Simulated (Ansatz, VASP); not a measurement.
One calculation of PbO2, two programs

The input POSCAR:

```
PbO2
1.0
    4.7844922378      0.0000000000      0.0000000000
    0.0000000000      4.7844922378      0.0000000000
    0.0000000000      0.0000000000      3.2713174110
Pb O
2 4
Direct
    0.0000000000      0.0000000000      0.0000000000
    0.5000000000      0.5000000000      0.5000000000
    0.3050476694      0.3050476694      0.0000000000
    0.1949523306      0.8050476694      0.5000000000
    0.8050476694      0.1949523306      0.5000000000
    0.6949523306      0.6949523306      0.0000000000
```

Contents of INCAR.step1:

```
SYSTEM = PbO2
PREC     = Accurate       ! precision mode
ENCUT    = 520            ! plane-wave cutoff, eV
ISMEAR   = -1             ! smearing method
SIGMA    = 0.02           ! smearing width, eV
LREAL    = .FALSE.        ! projectors in reciprocal space
LASPH    = .TRUE.         ! aspherical terms in the spheres
NELM     = 80             ! most SCF steps
NBANDS   = 35             ! bands
GGA      = PE             ! functional
ALGO     = Normal         ! electronic algorithm
EDIFF    = 1E-4           ! SCF threshold, eV
LWAVE    = .TRUE.         ! write WAVECAR
LCHARG   = .FALSE.        ! write CHGCAR
```

The input INCAR.step2:

```
SYSTEM = PbO2
PREC     = Accurate       ! precision mode
ENCUT    = 520            ! plane-wave cutoff, eV
EDIFF    = 1E-6           ! SCF threshold, eV
ISMEAR   = -1             ! smearing method
SIGMA    = 0.02           ! smearing width, eV
LREAL    = .FALSE.        ! projectors in reciprocal space
LASPH    = .TRUE.         ! aspherical terms in the spheres
NELM     = 80             ! most SCF steps
ALGO     = Normal         ! electronic algorithm
ISIF     = 2              ! what is computed and relaxed
LWAVE    = .FALSE.        ! write WAVECAR
LCHARG   = .FALSE.        ! write CHGCAR
METAGGA  = R2SCAN         ! meta-GGA
LMIXTAU  = .TRUE.       
NBANDS   = 35             ! bands
ISTART   = 1
```

File KPOINTS:

```
regular mesh
0
G
  6 6 8
  0 0 0
```

Input for Ansatz:

```yaml
crystal:
  lattice:
    - [4.7844922378, 0.0, 0.0]
    - [0.0, 4.7844922378, 0.0]
    - [0.0, 0.0, 3.271317411]
  atoms:
    - { symbol: Pb, position: [0.0, 0.0, 0.0] }
    - { symbol: Pb, position: [0.5, 0.5, 0.5] }
    - { symbol: O, position: [0.3050476694, 0.3050476694, 0.0] }
    - { symbol: O, position: [0.1949523306, 0.8050476694, 0.5] }
    - { symbol: O, position: [0.8050476694, 0.1949523306, 0.5] }
    - { symbol: O, position: [0.6949523306, 0.6949523306, 0.0] }
kpoints:
  mp_grid: { grid: [6, 6, 8] }
  band_path:
    path:
      - [0.0, 0.0, 0.0]
      - [0.0, 0.5, 0.0]
      - [0.5, 0.5, 0.0]
      - [0.0, 0.0, 0.5]
      - [0.0, 0.5, 0.5]
      - [0.5, 0.5, 0.5]
      - [-0.028646, -0.028646, -0.003581]
    npoints: 1
hamiltonian:
  xc: r2scan
scf:
  occupations: { method: fermi_dirac, width: 0.02 }
  n_extra_bands: 5
output:
  forces: true
  stress: true
  eigenvalues: true
```

Change from the starting cell: hydrostatic strain -4.0%.

Alike in both runs: task single point; functional r2SCAN; k mesh 6 × 6 × 8; occupations fermi-dirac, width 0.02 eV; no spin polarisation.

```csv
,VASP,Ansatz
version,VASP 6.6.1,Ansatz 0.2.0
potentials or method,"VASP PAW PBE potentials, release 64 (Pb_d, O)","plane waves, PAW"
plane-wave cutoff (eV),520,500
valence electrons in the cell,52,52
```

|  | VASP | Ansatz | Ansatz less VASP |
| --- | --- | --- | --- |
| pressure (GPa) | 26.0 | 24.7 | -1.31 |
| traceless stress, the component that is largest in VASP (GPa) | 4.46 | 4.12 | -0.335 |
| rms of the force components (eV/Å) | 0.008 | 0.000 | -0.0075 |

VASP's potentials were made for PBE, not for r2SCAN. Atom by atom the forces differ by 0.007 eV/Å (rms over components).

Neither program's run includes spin-orbit coupling.
